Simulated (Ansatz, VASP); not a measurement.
## Two plane-wave programs on KI

File INCAR:

```
SYSTEM = KI
ALGO = Normal
EDIFF = 1E-7
EDIFFG = -0.005
ENCUT = 600
GGA = PE
IBRION = 2
ISIF = 3
ISMEAR = -1
LASPH = .True.
LCHARG = .False.
LREAL = .False.
LWAVE = .False.
NELM = 100
NSW = 100
PREC = Accurate
SIGMA = 0.05
```

KPOINTS

```
k-points
0
Gamma
  8 8 5
  0 0 0
```

Contents of POSCAR:

```
KI
1.0
    4.5558582445      0.0000000000      0.0000000000
   -2.2779291223      3.9454889758      0.0000000000
    0.0000000000      0.0000000000      7.4260489385
K I
2 2
Direct
    0.3333333333      0.6666666667      0.0000000000
    0.6666666667      0.3333333333      0.5000000000
    0.3333333333      0.6666666667      0.3760000000
    0.6666666667      0.3333333333      0.8760000000
```

Input for Ansatz:

```yaml
crystal:
  lattice:
    - [4.5558582445, 0.0, 0.0]
    - [-2.2779291223, 3.9454889758, 0.0]
    - [0.0, 0.0, 7.4260489385]
  atoms:
    - { symbol: K, position: [0.3333333333, 0.6666666667, 0.0] }
    - { symbol: K, position: [0.6666666667, 0.3333333333, 0.5] }
    - { symbol: I, position: [0.3333333333, 0.6666666667, 0.376] }
    - { symbol: I, position: [0.6666666667, 0.3333333333, 0.876] }
kpoints:
  mp_grid: { grid: [8, 8, 5] }
scf:
  occupations: { method: fermi_dirac, width: 0.05 }
hamiltonian:
  xc: pbe
  pseudopotentials: { kind: paw }
output:
  forces: true
  stress: true
  write_density: true
  write_potential: true
  elf: true
  volumetric_format: npy
relax:
  f_tol: 0.005
  max_steps: 80
  cell: {}
```

Alike in both runs: task relaxation of cell and atoms; functional PBE; k mesh 8 × 8 × 5; occupations fermi-dirac, width 0.05 eV; no spin polarisation.

```csv
,VASP,Ansatz
version,VASP 6.6.1,Ansatz 0.2.0
potentials or method,"VASP PAW PBE potentials, release 64 (K_sv, I)","PAW with Ansatz's default frozen-core files, scalar-relativistic"
plane-wave cutoff (eV),600,420
valence electrons in the cell,32,52
```

Ansatz gave:

| Quantity | Value |
| --- | --- |
| gap on the k mesh at the Fermi level, each at its own relaxed structure (eV) | 3.75 |
| relaxed volume (Å³/atom) | 57.09 |
| relaxed cell length with the largest relative difference (Å) | 7.119 |

Question: Estimate VASP's values.

Answer: gap on the k mesh at the Fermi level, each at its own relaxed structure (eV): 3.75; relaxed volume (Å³/atom): 57.16; relaxed cell length with the largest relative difference (Å): 7.125.

VASP's potentials hold 32 valence electrons a cell and Ansatz's 52, so a difference there can come from the potentials and not from the codes. Ansatz's warnings: xc potential rough in thin density.

Neither program's run includes spin-orbit coupling. Noted on VASP's run: the volume moved by over 15 % at a fixed basis, so the end points are rough.
